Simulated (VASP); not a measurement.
Here is a VASP 6.6.1 calculation.

INCAR

```
PREC = Accurate ; ENCUT = 400
EDIFF = 1E-6 ; ISMEAR = 0
SIGMA = 0.1 ; LREAL = False
LASPH = True ; NELM = 120
ALGO = Normal ; ISIF = 2
LWAVE = False ; LCHARG = True
LDIPOL = True ; IDIPOL = 3
DIPOL = 0.5 0.5 0.307 ; GGA = PE
LELF = True ; LVHAR = True
LVACPOTAV = True ; NBANDS = 96
GGA_COMPAT = False ; NELMDL = -8
```

Contents of KPOINTS:

```
Automatic mesh
0
Gamma
  5 5 1
```

Contents of POSCAR:

```
W
1.0
    5.7094426444      0.0000000000      0.0000000000
    0.0000000000      5.7094426444      0.0000000000
    0.0000000000      0.0000000000     19.4446428403
W
12
Direct
    0.2500000000      0.2500000000      0.2057121868
    0.2500000000      0.7500000000      0.2057121868
    0.7500000000      0.2500000000      0.2057121868
    0.7500000000      0.7500000000      0.2057121868
    0.0000000000      0.0000000000      0.3071173005
    0.0000000000      0.5000000000      0.3071173005
    0.5000000000      0.0000000000      0.3071173005
    0.5000000000      0.5000000000      0.3071173005
    0.2500000000      0.2500000000      0.4085774630
    0.2500000000      0.7500000000      0.4085774630
    0.7500000000      0.2500000000      0.4085774630
    0.7500000000      0.7500000000      0.4085774630
```

Potentials or basis: VASP PAW PBE potentials, release 64 (W_sv).

Launch:

```sh
$ cat potpaw_PBE.64/W_sv/POTCAR > POTCAR
$ mpirun -np 1 vasp_std > vasp.out
```

(1) Predict the band gap on the k mesh.

(2) Predict the largest force.

Results:

(1) zero (bands 84 and 85 overlap by 0.17 eV).

(2) 0.037 eV/Å.

Caveat: spin-orbit coupling is left out, which moves the levels of the heavy elements.
